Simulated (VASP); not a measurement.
The system is Si2Ni.

```xyz
3
Lattice="0.0000 2.7030 2.7030 2.7030 0.0000 2.7030 2.7030 2.7030 0.0000" Properties=species:S:1:pos:R:3 pbc="T T T"
Ni    0.0000    0.0000    0.0000
Si    4.0545    4.0545    4.0545
Si    1.3515    1.3515    1.3515
```

* Program: VASP 6.6.1
* Task: relaxation of cell and atoms
* Functional: PBE
* Potentials or basis: VASP PAW PBE potentials, release 64 (Ni, Si)
* Cutoff: 600 eV
* k mesh: 9 × 9 × 9
* Occupations: fermi-dirac, width 0.05 eV
* Spin: collinear spin, ferromagnetic start
* Starting moments: [1.0, 0.0, 0.0] μB
* Hubbard terms: Ni d U = 1.0 eV

At the start: pressure 2.9 GPa; volume 13.17 Å³/atom.

Where does the relaxation end?

Over 3 steps the energy falls by 2.3 meV/atom and the volume is 13.42 Å³/atom (+2.0 %); space group Fm-3m (No. 225, to 0.05 Å); moment 0.00 μB per cell.

Step by step:
```tsv
step	energy change (eV)	largest force (eV/Å)	pressure (GPa)	volume (Å³)
1	0.0000	0.0000	2.90	39.50
2	-0.0029	0.0000	-2.13	40.87
3	-0.0069	0.0000	-0.01	40.27
```

Final structure:
```cif
data_structure
_symmetry_space_group_name_H-M 'P 1'
_symmetry_Int_Tables_number 1
_cell_length_a 3.8474
_cell_length_b 3.8474
_cell_length_c 3.8474
_cell_angle_alpha 60.000
_cell_angle_beta 60.000
_cell_angle_gamma 60.000
_cell_volume 40.27
loop_
_atom_site_label
_atom_site_type_symbol
_atom_site_fract_x
_atom_site_fract_y
_atom_site_fract_z
_atom_site_occupancy
Ni1 Ni 0.00000 0.00000 0.00000 1
Si1 Si 0.75000 0.75000 0.75000 1
Si2 Si 0.25000 0.25000 0.25000 1
```

Caveat: the U is typed as a test and isn't derived for this compound.
